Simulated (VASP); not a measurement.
**HfN: single point with PBEsol**

The system is HfN.

```
Hf N
1.0
     0.00000    2.42164    2.42164
     2.42164    0.00000    2.42164
     2.42164    2.42164    0.00000
Hf N
1 1
Direct
  0.00000 0.00000 0.00000
  0.25000 0.25000 0.25000
```

This cell differs from its parent crystal: volume scaled by 0.96.

```
Program                : VASP 6.6.1
Task                   : single point
Functional             : PBEsol
Potentials or basis    : VASP PAW PBE potentials, release 64 (Hf_pv, N)
Cutoff                 : 520 eV
k mesh                 : 9 × 9 × 9
Occupations            : fermi-dirac, width 0.05 eV
Spin                   : no spin polarisation
Dipole correction      : no
Further INCAR settings : ALGO = Normal; EDIFF = 1e-06; NBANDS = 14
```

The pressure is 2.2 GPa.

Levels at points of the mesh, in eV from the Fermi level:
| k point | band 3 | band 4 | band 5 | band 6 | band 7 | band 8 | band 9 | band 10 | band 11 | band 12 |
| --- | --- | --- | --- | --- | --- | --- | --- | --- | --- | --- |
| (0.00, 0.00, 0.00) | -30.90 | -16.30 | -5.64 | -5.64 | -5.64 | -0.63 | 2.31 | 2.31 | 6.86 | 6.86 |

It took 15 s on 1 thread of Intel(R) Xeon(R) Platinum 8259CL CPU @ 2.50GHz (Skylake/Cascade Lake), with other jobs on the host, peak memory 0.16 GiB.

Caveat: the PAW data sets were made with another functional, which shifts forces and pressure a little; spin-orbit coupling is left out, which moves the levels of the heavy elements.
